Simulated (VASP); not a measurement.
C, 2 atoms in the cell. Symmetry: I4_1/amd, No. 141, tetragonal system. Conventional cell: a = 2.517 Å, b = 2.517 Å, c = 3.418 Å, α = 90.00°, β = 90.00°, γ = 90.00°. C (site symmetry -4m2) has 4 C at 1.52 Å within 2.0 Å.  This cell differs from its parent crystal: uniaxial z strain -4.0%.

| Item | Value |
| --- | --- |
| Program | VASP 6.6.1 |
| Task | single point |
| Functional | PBE |
| Potentials or basis | VASP PAW PBE potentials, release 64 (C) |
| Cutoff | 520 eV |
| k mesh | 6 × 6 × 6 |
| Occupations | gaussian, width 0.01 eV |
| Spin | no spin polarisation |
| Dipole correction | no |
| Further INCAR settings | ALGO = Normal; EDIFF = 1e-07; NBANDS = 11 |

Potentials or basis: VASP PAW PBE potentials, release 64 (C).

Run with:

```console
$ cat potpaw_PBE.64/C/POTCAR > POTCAR
$ mpirun -np 1 vasp_std > vasp.out
```

Hardware: 1 thread of AMD EPYC 7R13, on a shared host.

Task: Estimate the wall time of this run.

Result: It took 5.8 s on 1 thread of AMD EPYC 7R13 (shared host), peak memory 0.11 GiB. Counts: scf iterations 12, k points 30.
